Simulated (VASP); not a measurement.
# InRu (Pnma) in VASP: single point with r2SCAN

Aim: the single point of InRu with r2SCAN.

Program: VASP 6.6.1. These are calculated values, not measurements. Logs are shortened: lines on timing, memory, paths and dates and some standing lists are left out, and cuts for length are marked.

### 1 The cell of the first run

It takes space group Pnma (No. 62, orthorhombic). The conventional cell has a = 5.825 Å, b = 3.618 Å, c = 6.430 Å, α = 90.00°, β = 90.00°, γ = 90.00°. Within 3.8 Å of Ru (site symmetry m) lie 7 In at 2.62 to 3.71 Å and 6 Ru at 2.71 to 3.62 Å. In (site symmetry m) has 8 Ru at 2.62 to 4.02 Å and 10 In at 2.84 to 3.84 Å within 4.1 Å.

### 2 Single point, r2SCAN

File POSCAR:

```
InRu
1.0
    5.8249341700      0.0000000000      0.0000000000
    0.0000000000      3.6179127600      0.0000000000
    0.0000000000      0.0000000000      6.4297282100
Ru In
4 4
Direct
    0.0234848118      0.2500000000      0.1553735680
    0.4765151882      0.7500000000      0.6553735680
    0.5234848118      0.2500000000      0.3446264320
    0.9765151882      0.7500000000      0.8446264320
    0.1580382255      0.2500000000      0.5918974610
    0.3419617745      0.7500000000      0.0918974610
    0.6580382255      0.2500000000      0.9081025390
    0.8419617745      0.7500000000      0.4081025390
```

File INCAR.step1:

```
ALGO = Normal
EDIFF = 1E-5
ENCUT = 550
GGA = PE
GGA_COMPAT = F
ISMEAR = -1
LASPH = T
LCHARG = F
LREAL = F
LWAVE = T
NBANDS = 64
NELM = 120
PREC = Accurate
SIGMA = 0.0421
```

File INCAR.step2:

```
ALGO = Normal
EDIFF = 1E-6
ENCUT = 550
GGA_COMPAT = F
ISIF = 2
ISMEAR = -1
ISTART = 1
LASPH = T
LCHARG = F
LMIXTAU = T
LREAL = F
LWAVE = F
METAGGA = R2SCAN
NBANDS = 64
NELM = 120
PREC = Accurate
SIGMA = 0.0421
```

File KPOINTS:

```
k-points
0
Gamma
  5 7 4
```

Potentials or basis: VASP PAW PBE potentials, release 64 (Ru_pv, In_d).

On the command line:

```
cat potpaw_PBE.64/Ru_pv/POTCAR potpaw_PBE.64/In_d/POTCAR > POTCAR
cp INCAR.step1 INCAR
mpirun -np 1 vasp_std > vasp.out
cp INCAR.step2 INCAR
mpirun -np 1 vasp_std > vasp.out
```

OUTCAR:

```text
EDIFF = 1E-6
   ENCUT = 550
   ISIF = 2
   ISMEAR = -1
   ISTART = 1
   LASPH = T
   LREAL = F
   METAGGA = R2SCAN
   NELM = 120
   PREC = Accurate

 ion  position               nearest neighbor table
   1  0.023  0.250  0.155-   6 2.62   6 2.62   8 2.65   8 2.65   7 2.66   4 2.71   4 2.71   5 2.91
                             3 3.16   3 3.16
   2  0.477  0.750  0.655-   5 2.62   5 2.62   7 2.65   7 2.65   8 2.66   3 2.71   3 2.71   6 2.91
                             4 3.16   4 3.16
   3  0.523  0.250  0.345-   8 2.62   8 2.62   6 2.65   6 2.65   5 2.66   2 2.71   2 2.71   7 2.91
                             1 3.16   1 3.16
   4  0.977  0.750  0.845-   7 2.62   7 2.62   5 2.65   5 2.65   6 2.66   1 2.71   1 2.71   8 2.91
                             2 3.16   2 3.16
   5  0.158  0.250  0.592-   2 2.62   2 2.62   4 2.65   4 2.65   3 2.66   8 2.84   8 2.84   1 2.91
                             7 3.55   7 3.55   6 3.84   6 3.84   6 3.84   6 3.84
   6  0.342  0.750  0.092-   1 2.62   1 2.62   3 2.65   3 2.65   4 2.66   7 2.84   7 2.84   2 2.91
                             8 3.55   8 3.55   5 3.84   5 3.84   5 3.84   5 3.84
   7  0.658  0.250  0.908-   4 2.62   4 2.62   2 2.65   2 2.65   1 2.66   6 2.84   6 2.84   3 2.91
                             5 3.55   5 3.55   8 3.84   8 3.84   8 3.84   8 3.84
   8  0.842  0.750  0.408-   3 2.62   3 2.62   1 2.65   1 2.65   2 2.66   5 2.84   5 2.84   4 2.91
                             6 3.55   6 3.55   7 3.84   7 3.84   7 3.84   7 3.84

  LATTYP: Found a simple orthorhombic cell.
 ALAT       =     3.6179127600
 B/A-ratio  =     1.6100261550
 C/A-ratio  =     1.7771927176

  Lattice vectors:

 A1 = (   0.0000000000,  -3.6179127600,   0.0000000000)
 A2 = (   5.8249341700,   0.0000000000,   0.0000000000)
 A3 = (   0.0000000000,   0.0000000000,   6.4297282100)

Analysis of symmetry for initial positions (statically):
=====================================================================
 Subroutine PRICEL returns:
 Original cell was already a primitive cell.

 Routine SETGRP: Setting up the symmetry group for a
 simple orthorhombic supercell.

 Subroutine GETGRP returns: Found  8 space group operations
 (whereof  2 operations were pure point group operations)
 out of a pool of  8 trial point group operations.

The static configuration has the point symmetry S_2 .
 The point group associated with its full space group is D_2h.

Analysis of symmetry for dynamics (positions and initial velocities):
=====================================================================
 Subroutine PRICEL returns:
 Original cell was already a primitive cell.

 Routine SETGRP: Setting up the symmetry group for a
 simple orthorhombic supercell.

 Subroutine GETGRP returns: Found  8 space group operations
 (whereof  2 operations were pure point group operations)
 out of a pool of  8 trial point group operations.

The dynamic configuration has the point symmetry S_2 .
 The point group associated with its full space group is D_2h.

 Subroutine INISYM returns: Found  8 space group operations
 (whereof  2 operations are pure point group operations),
 and found     1 'primitive' translations

----------------------------------------------------------------------------------------

                                     Primitive cell

  volume of cell :     135.5008

  direct lattice vectors                    reciprocal lattice vectors
     5.824934170  0.000000000  0.000000000     0.171675760  0.000000000  0.000000000
     0.000000000  3.617912760  0.000000000     0.000000000  0.276402464  0.000000000
     0.000000000  0.000000000  6.429728210     0.000000000  0.000000000  0.155527569

  length of vectors
     5.824934170  3.617912760  6.429728210     0.171675760  0.276402464  0.155527569

  position of ions in fractional coordinates (direct lattice)
     0.023484812  0.250000000  0.155373568
     0.476515188  0.750000000  0.655373568
     0.523484812  0.250000000  0.344626432
     0.976515188  0.750000000  0.844626432
     0.158038226  0.250000000  0.591897461
     0.341961774  0.750000000  0.091897461
     0.658038226  0.250000000  0.908102539
     0.841961774  0.750000000  0.408102539

  ion indices of the primitive-cell ions
   primitive index   ion index
                 1           1
                 2           2
                 3           3
                 4           4
                 5           5
                 6           6
                 7           7
                 8           8

----------------------------------------------------------------------------------------

 KPOINTS: k-points

Automatic generation of k-mesh.
 Grid dimensions read from file:
 generate k-points for:    5    7    4

 Generating k-lattice:

  Cartesian coordinates                     Fractional coordinates (reciprocal lattice)
     0.034335152  0.000000000  0.000000000     0.200000000  0.000000000  0.000000000
     0.000000000  0.039486066  0.000000000     0.000000000  0.142857143  0.000000000
     0.000000000  0.000000000  0.038881892     0.000000000  0.000000000  0.250000000

  Length of vectors
     0.034335152  0.039486066  0.038881892

  Shift w.r.t. Gamma in fractional coordinates (k-lattice)
     0.000000000  0.000000000  0.000000000

 Subroutine IBZKPT returns following result:
 ===========================================

 Found     36 irreducible k-points:

 Following reciprocal coordinates:
            Coordinates               Weight
  0.000000  0.000000  0.000000      1.000000
  0.200000  0.000000  0.000000      2.000000
  0.400000  0.000000  0.000000      2.000000
  0.000000  0.142857  0.000000      2.000000
  0.200000  0.142857  0.000000      4.000000
  0.400000  0.142857  0.000000      4.000000
[... 16 lines left out ...]
  0.200000  0.428571  0.250000      8.000000
  0.400000  0.428571  0.250000      8.000000
 [... further k-points ...]
   k-points           NKPTS =     36   k-points in BZ     NKDIM =     36   number of bands    NBANDS=     64
   number of dos      NEDOS =    301   number of ions     NIONS =      8
   total plane-waves  NPLWV =  67200
   dimension x,y,z NGX =    48 NGY =   28 NGZ =   50
   dimension x,y,z NGXF=    96 NGYF=   56 NGZF=  100
   ions per type =               4   4
   NGX,Y,Z   is equivalent  to a cutoff of  13.70, 12.87, 12.93 a.u.
   NGXF,Y,Z  is equivalent  to a cutoff of  27.40, 25.73, 25.86 a.u.
 SYSTEM =  unknown system
   PREC   = accura    normal or accurate (medium, high low for compatibility)
   ISTART =      1    job   : 0-new  1-cont  2-samecut
   ICHARG =      0    charge: 1-file 2-atom 10-const
   ISPIN  =      1    spin polarized calculation?
   LNONCOLLINEAR =      F non collinear calculations
   LSORBIT =      F    spin-orbit coupling
   LASPH  =      T    aspherical Exc in radial PAW
   ENCUT  =  550.0 eV  40.42 Ry    6.36 a.u.  11.14  6.92 12.30*2*pi/ulx,y,z
   NELM   =    120;   NELMIN=  2; NELMDL=  0     # of ELM steps
   EDIFF  = 0.1E-05   stopping-criterion for ELM
   LREAL  =      F    real-space projection
   EDIFFG = 0.1E-04   stopping-criterion for IOM
   NSW    =      0    number of steps for IOM
   IBRION =     -1    ionic relax: 0-MD 1-quasi-New 2-CG
   NFREE  =      0    steps in history (QN), initial steepest desc. (CG)
   ISIF   =      2    stress and relaxation
   ISYM   =      2    0-nonsym 1-usesym 2-fastsym
   POTIM  = 0.5000    time-step for ionic-motion
   TEBEG  =    0.0;   TEEND  =   0.0 temperature during run
   PSTRESS=    0.0 pullay stress
   NELECT =     108.0000    total number of electrons
   NUPDOWN=      -1.0000    fix difference up-down
   EMIN   =  10.00;   EMAX   =-10.00  energy-range for DOS
   EFERMI =   0.00;   METHOD = LEGACY
   ISMEAR =    -1;   SIGMA  =   0.04  broadening in eV -4-tet -1-fermi 0-gaus
   EFERMI_NEDOS =   21; number of points for ismear=-14 and -15
   IALGO  =     38    algorithm
   IMIX   =      4    mixing-type and parameters
     AMIX     =   0.40;   BMIX     =  1.00
     AMIX_MAG =   1.60;   BMIX_MAG =  1.00
  volume/ion in A,a.u.               =      16.94       114.30
  Fermi-wavevector in a.u.,A,eV,Ry     =   1.517873  2.868365 31.346996  2.303939
  Thomas-Fermi vector in A             =   2.627070
   LORBIT       =      0    0 simple, 1 ext, 2 COOP (PROOUT), +10 PAW based schemes
   METAGGA = R2SCAN    functional components
   LHFCALC =     F    Hartree Fock is set to
   AEXX    =    0.0000 exact exchange contribution
   IVDW    =     0    specifies the selected vdW correction
   LEPSILON=     F    determine dielectric tensor
   LRPA    =     F    only Hartree local field effects (RPA)
 non-spin polarized calculation
  energy-cutoff  :      550.00
  volume of cell :      135.50
 maximum number of plane-waves:      3990
 NGX is ok and might be reduce to    48
   NGX = 23   NGY = 13   NGZ = 25

 number of electron     107.9999967 magnetization

 Free energy of the ion-electron system (eV)
  ---------------------------------------------------
  ext. energy  EPLUGINS =         0.00000000
  ---------------------------------------------------
  free energy    TOTEN  =      -188.44374061 eV

  energy without entropy =     -188.40930118  energy(sigma->0) =     -188.42652090

 E-fermi :  10.8004     XC(G=0): -13.5450

 val. band max:       10.7918392161   @ k =   0.0000   0.2857   0.2500
 cond. band min:      10.8222826276   @ k =   0.0000   0.0000   0.2500
 fundamental gap:      0.0304434115
 Fermi energy:        10.8003844479

 k-point     1 :       0.0000    0.0000    0.0000
  band No.  band energies     occupation
      1     -32.8249      2.00000
      2     -32.8225      2.00000
      3     -32.7871      2.00000
      4     -32.7531      2.00000
      5     -32.7434      2.00000
      6     -32.7216      2.00000
[... 56 lines left out ...]
     63      17.4825      0.00000
     64      17.9517      0.00000

 k-point     2 :       0.2000    0.0000    0.0000
  band No.  band energies     occupation
      1     -32.8268      2.00000
      2     -32.8261      2.00000
      3     -32.7729      2.00000
      4     -32.7522      2.00000
      5     -32.7443      2.00000
      6     -32.7133      2.00000
[... 1530 lines left out ...]
     63      16.1582      0.00000
     64      16.6816      0.00000

 [... further k-points ...]

------------------------ aborting loop because EDIFF is reached ----------------------------------------

  FORCE on cell =-STRESS in cart. coord.  units (eV):
  Direction    XX          YY          ZZ          XY          YZ          ZX
  --------------------------------------------------------------------------------------
  -------------------------------------------------------------------------------------
  Total       14.7000478     15.7452575      5.0975518     -0.0000000      0.0000000      0.0000000
  in kB      173.8151396    186.1738254     60.2740677     -0.0000000      0.0000000      0.0000000
  external PRESSURE =     140.0876776 kB  Pullay stress =       0.0000000 kB

 VOLUME and BASIS-vectors are now :
 -----------------------------------------------------------------------------
  energy-cutoff  :      550.00
  volume of cell :      135.50
      direct lattice vectors                 reciprocal lattice vectors
     5.824934170  0.000000000  0.000000000     0.171675760  0.000000000  0.000000000
     0.000000000  3.617912760  0.000000000     0.000000000  0.276402464  0.000000000
     0.000000000  0.000000000  6.429728210     0.000000000  0.000000000  0.155527569

 POSITION                                       TOTAL-FORCE (eV/Angst)
 -----------------------------------------------------------------------------------
      0.13680      0.90448      0.99901         0.000113     -0.000000      0.009783
      2.77567      2.71343      4.21387        -0.000113      0.000000      0.009783
      3.04926      0.90448      2.21585         0.000113      0.000000     -0.009783
      5.68814      2.71343      5.43072        -0.000113      0.000000     -0.009783
      0.92056      0.90448      3.80574        -0.036769      0.000000     -0.008111
      1.99190      2.71343      0.59088         0.036769     -0.000000     -0.008111
      3.83303      0.90448      5.83885        -0.036769      0.000000      0.008111
      4.90437      2.71343      2.62399         0.036769     -0.000000      0.008111
 -----------------------------------------------------------------------------------
    total drift:                                0.000000      0.000000      0.000000

  FREE ENERGIE OF THE ION-ELECTRON SYSTEM (eV)
  ---------------------------------------------------
  free  energy   TOTEN  =      -188.4437406075 eV

  energy  without entropy=     -188.4093011843  energy(sigma->0) =     -188.42652090
```

It took 8.2 min on 1 thread of Intel Xeon 6975P-C (Granite Rapids), shared host; peak memory 0.43 GiB.

Results:

```yaml
Free_energy: -188.4437 eV
Pressure: 14.0 GPa
Largest_force: 0.038 eV/Å
Band_gap_on_the_k_mesh: zero (bands 54 and 55 overlap by 0.41 eV)
```

Forces on the atoms (eV/Å):
```
Ru   0.000  0.000  0.010
Ru   0.000  0.000  0.010
Ru   0.000  0.000 -0.010
Ru   0.000  0.000 -0.010
In  -0.037  0.000 -0.008
In   0.037  0.000 -0.008
In  -0.037  0.000  0.008
In   0.037  0.000  0.008
```

Stress tensor (GPa, compression positive):
```
17.38  0.00  0.00
 0.00 18.62  0.00
 0.00  0.00  6.03
```

Caveat: the cell stands under pressure; the PAW data sets were made with another functional, which shifts forces and pressure a little; spin-orbit coupling is left out, which moves the levels of the heavy elements.
